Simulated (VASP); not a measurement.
# TlVSe3 (Pm-3m) in VASP: notebook

The runs below take TlVSe3 through single point, relaxation of cell and atoms, with PBE.

Everything below comes from runs of VASP 6.6.1. Logs are shortened: lines on timing, memory, paths and dates and some standing lists are left out, and cuts for length are marked.

### 1 The cell of the first run

The structure is cubic, space group Pm-3m (No. 221). Conventional cell: a = 4.933 Å, b = 4.933 Å, c = 4.933 Å, α = 90.00°, β = 90.00°, γ = 90.00°. V (site symmetry m-3m) has 6 Se at 2.47 Å within 3.3 Å. Tl (site symmetry m-3m) has 12 Se at 3.49 Å and 8 V at 4.27 Å within 4.6 Å. Se (site symmetry 4/mmm) has 2 V at 2.47 Å within 3.3 Å.

### 2 Single point, PBE

The input, INCAR:

```
SYSTEM = TlVSe3
ALGO = Normal ; EDIFF = 1E-6
ENCUT = 520 ; GGA = PE
ISIF = 2 ; ISMEAR = 0
LASPH = .TRUE. ; LCHARG = .FALSE.
LREAL = .FALSE. ; LWAVE = .FALSE.
NBANDS = 30 ; NELM = 80
PREC = Accurate ; SIGMA = 0.1
```

The input, KPOINTS:

```
k-points
0
G
  8 8 8
  0 0 0
```

The input, POSCAR:

```
TlVSe3
1.0
    4.9332806604      0.0000000000      0.0000000000
    0.0000000000      4.9332806604      0.0000000000
    0.0000000000      0.0000000000      4.9332806604
V Tl Se
1 1 3
Direct
    0.0000000000      0.0000000000      0.0000000000
    0.5000000000      0.5000000000      0.5000000000
    0.5000000000      0.0000000000      0.0000000000
    0.0000000000      0.5000000000      0.0000000000
    0.0000000000      0.0000000000      0.5000000000
```

Potentials or basis: VASP PAW PBE potentials, release 64 (V_sv, Tl_d, Se).

On the command line:

```console
> cat potpaw_PBE.64/V_sv/POTCAR potpaw_PBE.64/Tl_d/POTCAR potpaw_PBE.64/Se/POTCAR > POTCAR
> mpirun -np 1 vasp_std > vasp.out
```

OUTCAR:

```text
SYSTEM = TlVSe3
   EDIFF = 1E-6
   ENCUT = 520
   GGA = PE
   ISIF = 2
   ISMEAR = 0
   LASPH = .TRUE.
   LREAL = .FALSE.
   NELM = 80
   PREC = Accurate

 ion  position               nearest neighbor table
   1  0.000  0.000  0.000-   3 2.47   4 2.47   5 2.47   5 2.47   4 2.47   3 2.47
   2  0.500  0.500  0.500-
   3  0.500  0.000  0.000-   1 2.47   1 2.47
   4  0.000  0.500  0.000-   1 2.47   1 2.47
   5  0.000  0.000  0.500-   1 2.47   1 2.47

  LATTYP: Found a simple cubic cell.
 ALAT       =     4.9332806604

  Lattice vectors:

 A1 = (   4.9332806604,   0.0000000000,   0.0000000000)
 A2 = (   0.0000000000,   4.9332806604,   0.0000000000)
 A3 = (   0.0000000000,   0.0000000000,   4.9332806604)

Analysis of symmetry for initial positions (statically):
=====================================================================
 Subroutine PRICEL returns:
 Original cell was already a primitive cell.

 Routine SETGRP: Setting up the symmetry group for a
 simple cubic supercell.

 Subroutine GETGRP returns: Found 48 space group operations
 (whereof 48 operations were pure point group operations)
 out of a pool of 48 trial point group operations.

The static configuration has the point symmetry O_h .

Analysis of symmetry for dynamics (positions and initial velocities):
=====================================================================
 Subroutine PRICEL returns:
 Original cell was already a primitive cell.

 Routine SETGRP: Setting up the symmetry group for a
 simple cubic supercell.

 Subroutine GETGRP returns: Found 48 space group operations
 (whereof 48 operations were pure point group operations)
 out of a pool of 48 trial point group operations.

The dynamic configuration has the point symmetry O_h .

 Subroutine INISYM returns: Found 48 space group operations
 (whereof 48 operations are pure point group operations),
 and found     1 'primitive' translations

----------------------------------------------------------------------------------------

                                     Primitive cell

  volume of cell :     120.0625

  direct lattice vectors                    reciprocal lattice vectors
     4.933280660  0.000000000  0.000000000     0.202704867  0.000000000  0.000000000
     0.000000000  4.933280660  0.000000000     0.000000000  0.202704867  0.000000000
     0.000000000  0.000000000  4.933280660     0.000000000  0.000000000  0.202704867

  length of vectors
     4.933280660  4.933280660  4.933280660     0.202704867  0.202704867  0.202704867

  position of ions in fractional coordinates (direct lattice)
     0.000000000  0.000000000  0.000000000
     0.500000000  0.500000000  0.500000000
     0.500000000  0.000000000  0.000000000
     0.000000000  0.500000000  0.000000000
     0.000000000  0.000000000  0.500000000

  ion indices of the primitive-cell ions
   primitive index   ion index
                 1           1
                 2           2
                 3           3
                 4           4
                 5           5

----------------------------------------------------------------------------------------

 KPOINTS: k-points

Automatic generation of k-mesh.
 Grid dimensions read from file:
 generate k-points for:    8    8    8

 Generating k-lattice:

  Cartesian coordinates                     Fractional coordinates (reciprocal lattice)
     0.025338108  0.000000000  0.000000000     0.125000000  0.000000000  0.000000000
     0.000000000  0.025338108  0.000000000     0.000000000  0.125000000  0.000000000
     0.000000000  0.000000000  0.025338108     0.000000000  0.000000000  0.125000000

  Length of vectors
     0.025338108  0.025338108  0.025338108

  Shift w.r.t. Gamma in fractional coordinates (k-lattice)
     0.000000000  0.000000000  0.000000000

 Subroutine IBZKPT returns following result:
 ===========================================

 Found     35 irreducible k-points:

 Following reciprocal coordinates:
            Coordinates               Weight
  0.000000  0.000000  0.000000      1.000000
  0.125000  0.000000  0.000000      6.000000
  0.250000  0.000000  0.000000      6.000000
  0.375000  0.000000  0.000000      6.000000
  0.500000  0.000000  0.000000      3.000000
  0.125000  0.125000  0.000000     12.000000
[... 16 lines left out ...]
  0.375000  0.375000  0.125000     24.000000
  0.500000  0.375000  0.125000     24.000000
 [... further k-points ...]
   k-points           NKPTS =     35   k-points in BZ     NKDIM =     35   number of bands    NBANDS=     30
   number of dos      NEDOS =    301   number of ions     NIONS =      5
   total plane-waves  NPLWV =  64000
   dimension x,y,z NGX =    40 NGY =   40 NGZ =   40
   dimension x,y,z NGXF=    80 NGYF=   80 NGZF=   80
   ions per type =               1   1   3
   NGX,Y,Z   is equivalent  to a cutoff of  13.48, 13.48, 13.48 a.u.
   NGXF,Y,Z  is equivalent  to a cutoff of  26.96, 26.96, 26.96 a.u.
 SYSTEM =  TlVSe3
   PREC   = accura    normal or accurate (medium, high low for compatibility)
   ISTART =      0    job   : 0-new  1-cont  2-samecut
   ICHARG =      2    charge: 1-file 2-atom 10-const
   ISPIN  =      1    spin polarized calculation?
   LNONCOLLINEAR =      F non collinear calculations
   LSORBIT =      F    spin-orbit coupling
   LASPH  =      T    aspherical Exc in radial PAW
   ENCUT  =  520.0 eV  38.22 Ry    6.18 a.u.   9.17  9.17  9.17*2*pi/ulx,y,z
   NELM   =     80;   NELMIN=  2; NELMDL= -5     # of ELM steps
   EDIFF  = 0.1E-05   stopping-criterion for ELM
   LREAL  =      F    real-space projection
   EDIFFG = 0.1E-04   stopping-criterion for IOM
   NSW    =      0    number of steps for IOM
   IBRION =     -1    ionic relax: 0-MD 1-quasi-New 2-CG
   NFREE  =      0    steps in history (QN), initial steepest desc. (CG)
   ISIF   =      2    stress and relaxation
   ISYM   =      2    0-nonsym 1-usesym 2-fastsym
   POTIM  = 0.5000    time-step for ionic-motion
   TEBEG  =    0.0;   TEEND  =   0.0 temperature during run
   PSTRESS=    0.0 pullay stress
   NELECT =      44.0000    total number of electrons
   NUPDOWN=      -1.0000    fix difference up-down
   EMIN   =  10.00;   EMAX   =-10.00  energy-range for DOS
   EFERMI =   0.00;   METHOD = LEGACY
   ISMEAR =     0;   SIGMA  =   0.10  broadening in eV -4-tet -1-fermi 0-gaus
   EFERMI_NEDOS =   21; number of points for ismear=-14 and -15
   IALGO  =     38    algorithm
   IMIX   =      4    mixing-type and parameters
     AMIX     =   0.40;   BMIX     =  1.00
     AMIX_MAG =   1.60;   BMIX_MAG =  1.00
  volume/ion in A,a.u.               =      24.01       162.04
  Fermi-wavevector in a.u.,A,eV,Ry     =   1.171539  2.213887 18.674030  1.372502
  Thomas-Fermi vector in A             =   2.307981
   LORBIT       =      0    0 simple, 1 ext, 2 COOP (PROOUT), +10 PAW based schemes
   GGA     = PE    functional components
   LHFCALC =     F    Hartree Fock is set to
   AEXX    =    0.0000 exact exchange contribution
   IVDW    =     0    specifies the selected vdW correction
   LEPSILON=     F    determine dielectric tensor
   LRPA    =     F    only Hartree local field effects (RPA)
 non-spin polarized calculation
 Gauss-broadening in eV      SIGMA  =   0.10
  energy-cutoff  :      520.00
  volume of cell :      120.06
 maximum number of plane-waves:      3256
 NGX is ok and might be reduce to    40
   NGX = 19   NGY = 19   NGZ = 19

 number of electron      44.0000005 magnetization

 Free energy of the ion-electron system (eV)
  ---------------------------------------------------
  ext. energy  EPLUGINS =         0.00000000
  ---------------------------------------------------
  free energy    TOTEN  =       -23.18537358 eV

  energy without entropy =      -23.16461811  energy(sigma->0) =      -23.17499584

 E-fermi :   4.5555     XC(G=0):  -9.8606

 val. band max:        4.5330266149   @ k =   0.5000   0.1250   0.0000
 cond. band min:       4.5860329134   @ k =   0.5000   0.3750   0.3750
 fundamental gap:      0.0530062984
 Fermi energy:         4.5555055548

 k-point     1 :       0.0000    0.0000    0.0000
  band No.  band energies     occupation
      1     -60.5869      2.00000
      2     -34.4269      2.00000
      3     -34.4269      2.00000
      4     -34.4269      2.00000
      5      -9.3209      2.00000
      6      -7.6614      2.00000
[... 22 lines left out ...]
     29      10.1857      0.00000
     30      10.2370      0.00000

 k-point     2 :       0.1250    0.0000    0.0000
  band No.  band energies     occupation
      1     -60.5869      2.00000
      2     -34.4269      2.00000
      3     -34.4269      2.00000
      4     -34.4269      2.00000
      5      -9.2645      2.00000
      6      -7.7001      2.00000
[... 22 lines left out ...]
     29       9.5663      0.00000
     30       9.8582      0.00000

 k-point     3 :       0.2500    0.0000    0.0000
  band No.  band energies     occupation
      1     -60.5869      2.00000
      2     -34.4271      2.00000
      3     -34.4268      2.00000
      4     -34.4268      2.00000
      5      -9.1087      2.00000
      6      -7.8163      2.00000
[... 22 lines left out ...]
     29       9.3135      0.00000
     30       9.3135      0.00000

 k-point     4 :       0.3750    0.0000    0.0000
  band No.  band energies     occupation
      1     -60.5869      2.00000
      2     -34.4272      2.00000
      3     -34.4268      2.00000
      4     -34.4268      2.00000
      5      -8.9035      2.00000
      6      -7.9865      2.00000
[... 22 lines left out ...]
     29       8.9120      0.00000
     30       8.9120      0.00000

 k-point     5 :       0.5000    0.0000    0.0000
  band No.  band energies     occupation
      1     -60.5869      2.00000
      2     -34.4272      2.00000
      3     -34.4268      2.00000
      4     -34.4268      2.00000
      5      -8.7855      2.00000
      6      -8.0913      2.00000
[... 22 lines left out ...]
     29       8.7690      0.00000
     30       8.7690      0.00000
[... 526 lines left out ...]
     29       8.7197      0.00000
     30       9.3024      0.00000

 k-point    22 :       0.5000    0.2500    0.1250
  band No.  band energies     occupation
      1     -60.5870      2.00000
      2     -34.4272      2.00000
      3     -34.4269      2.00000
      4     -34.4268      2.00000
      5      -8.5473      2.00000
      6      -8.0270      2.00000
[... 22 lines left out ...]
     29       8.3458      0.00000
     30       9.1573      0.00000

 k-point    23 :       0.3750    0.3750    0.1250
  band No.  band energies     occupation
      1     -60.5870      2.00000
      2     -34.4271      2.00000
      3     -34.4271      2.00000
      4     -34.4268      2.00000
      5      -8.4759      2.00000
      6      -7.9327      2.00000
[... 22 lines left out ...]
     29       8.7393      0.00000
     30       9.3788      0.00000

 k-point    24 :       0.5000    0.3750    0.1250
  band No.  band energies     occupation
      1     -60.5870      2.00000
      2     -34.4271      2.00000
      3     -34.4271      2.00000
      4     -34.4268      2.00000
      5      -8.3623      2.00000
      6      -7.9919      2.00000
[... 22 lines left out ...]
     29       9.0009      0.00000
     30       9.1943      0.00000

 [... further k-points ...]
[... 5 lines left out ...]
  --------------------------------------------------------------------------------------
  -------------------------------------------------------------------------------------
  Total        0.0453788      0.0453788      0.0453788      0.0000000      0.0000000     -0.0000000
  in kB        0.6055579      0.6055579      0.6055579      0.0000000      0.0000000     -0.0000000
  external PRESSURE =       0.6055579 kB  Pullay stress =       0.0000000 kB

 VOLUME and BASIS-vectors are now :
 -----------------------------------------------------------------------------
  energy-cutoff  :      520.00
  volume of cell :      120.06
      direct lattice vectors                 reciprocal lattice vectors
     4.933280660  0.000000000  0.000000000     0.202704867  0.000000000  0.000000000
     0.000000000  4.933280660  0.000000000     0.000000000  0.202704867  0.000000000
     0.000000000  0.000000000  4.933280660     0.000000000  0.000000000  0.202704867

 POSITION                                       TOTAL-FORCE (eV/Angst)
 -----------------------------------------------------------------------------------
      0.00000      0.00000      0.00000         0.000000      0.000000      0.000000
      2.46664      2.46664      2.46664         0.000000      0.000000      0.000000
      2.46664      0.00000      0.00000         0.000000      0.000000      0.000000
      0.00000      2.46664      0.00000         0.000000      0.000000      0.000000
      0.00000      0.00000      2.46664         0.000000      0.000000      0.000000
 -----------------------------------------------------------------------------------
    total drift:                               -0.000000      0.000000     -0.000000

  FREE ENERGIE OF THE ION-ELECTRON SYSTEM (eV)
  ---------------------------------------------------
  free  energy   TOTEN  =       -23.1853735753 eV

  energy  without entropy=      -23.1646181059  energy(sigma->0) =      -23.17499584
```

It took 2.3 min on 1 thread of Oxide Virtual Turin-like, shared host; peak memory 0.28 GiB.

What came out:

```yaml
Free_energy: -23.1854 eV
Pressure: 0.1 GPa
Band_gap_on_the_k_mesh: zero (band 22 reaches 5.00 eV, above the bottom of band 23 at 3.85 eV)
```

Caveat: spin-orbit coupling is left out, which moves the levels of the heavy elements; the run has no spin polarisation, though such a crystal can be magnetic.

[end of part 1 of 2]
